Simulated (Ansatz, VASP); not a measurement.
## One calculation of Na, two programs

```
Na
1.0
    -2.04006    2.04006    2.04006
     2.04006   -2.04006    2.04006
     2.04006    2.04006   -2.04006
Na
1
Direct
  0.00000 0.00000 0.00000
```

Alike in both runs: functional PBE; dispersion D3(BJ); k mesh 14 × 14 × 14; occupations gaussian, width 0.1 eV; no spin polarisation.

Ansatz relaxed the structure, and its values are those at the end. VASP's run is a single point on that final structure, the one shown.

|  | VASP | Ansatz |
| --- | --- | --- |
| version | VASP 6.6.1 | Ansatz 0.2.0 |
| potentials or method | VASP PAW PBE potentials, release 64 (Na_pv), cutoff 500 eV | scalar-relativistic, plane waves, PAW |
| valence electrons in the cell | 7 | 9 |

|  | VASP | Ansatz | Ansatz less VASP |
| --- | --- | --- | --- |
| gap on the k mesh at the Fermi level (eV) | none | none | - |
| pressure (GPa) | -0.1 | 0.0 | +0.05 |

A gap of «none» marks a metal or a gap that the smearing closes. VASP's potentials hold 7 valence electrons a cell and Ansatz's 9, so a difference there can come from the potentials and not from the codes.
